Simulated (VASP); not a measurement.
Wanted: the native input for a VASP 6.6.1 run.

```yaml
Task: single point
Functional: PBE
Potentials_or_basis: VASP PAW PBE potentials, release 64 (Mg)
Cutoff: 520 eV
k_mesh: 20 × 20 × 24
Occupations: gaussian, width 0.1 eV
Spin: no spin polarisation
Dipole_correction: no
Further_INCAR_settings: ALGO = Fast; EDIFF = 1e-06; NBANDS = 7
```

The structure of Mg lies in POSCAR:

```
Mg
1.0
    2.2589732316     -2.2463894952     -0.0466147215
    2.2589732316      2.2463894952     -0.0466147215
   -2.2110767630      0.0000000000      2.3250795899
Mg
1
Direct
    0.0000000000      0.0000000000      0.0000000000
```

The input as run:

INCAR

```
SYSTEM = Mg
  PREC = Accurate
  ENCUT = 520
  EDIFF = 1E-6
  ISMEAR = 0
  SIGMA = 0.1
  LREAL = .False.
  LASPH = .True.
  NELM = 100
  ALGO = Fast
  ISIF = 2
  LWAVE = .False.
  LCHARG = .False.
  GGA = PE
  NBANDS = 7
```

KPOINTS

```
regular mesh
0
Gamma
  20 20 24
  0 0 0
```

Potentials or basis: VASP PAW PBE potentials, release 64 (Mg).

Launch:

```bash
$ cat potpaw_PBE.64/Mg/POTCAR > POTCAR
$ mpirun -np 1 vasp_std > vasp.out
```

Results of the run:

```yaml
Pressure: -0.1 GPa
Band_gap_on_the_k_mesh: zero (bands 1 and 2 overlap by 2.72 eV)
```

It took 3.2 min on 1 thread of Intel Xeon 8259CL, with other jobs on the host, peak memory 0.52 GiB.
